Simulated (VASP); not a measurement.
AgBr, 2 atoms in the cell. It takes space group Fm-3m (No. 225, cubic). The conventional cell has a = 5.675 Å, b = 5.675 Å, c = 5.675 Å, α = 90.00°, β = 90.00°, γ = 90.00°. Within 3.7 Å of Ag (site symmetry m-3m) lie 6 Br at 2.84 Å. Br (site symmetry m-3m) has 6 Ag at 2.84 Å within 3.7 Å. 

```yaml
Program: VASP 6.6.1
Task: vibrations by perturbation theory
Functional: PBEsol
Potentials_or_basis: VASP PAW PBE potentials, release 64 (Ag, Br)
Cutoff: 500 eV
k_mesh: 8 × 8 × 8
Occupations: gaussian, width 0.01 eV
Spin: no spin polarisation
Dipole_correction: no
Further_INCAR_settings: ALGO = Normal; EDIFF = 1e-08; IBRION = 8; NSW = 1
```

Potentials or basis: VASP PAW PBE potentials, release 64 (Ag, Br).

Command:

```console
$ cat potpaw_PBE.64/Ag/POTCAR potpaw_PBE.64/Br/POTCAR > POTCAR
$ mpirun -np 1 vasp_std > vasp.out
```

Hardware: 1 thread of Intel(R) Xeon(R) 6975P-C (Granite Rapids), with other jobs on the host.

Problem. Estimate the wall time of this run.

Solution. Run time: 90 s on 1 thread of Intel(R) Xeon(R) 6975P-C (Granite Rapids), on a shared host, peak memory 0.25 GiB. Counts: scf iterations 41, k points 29.
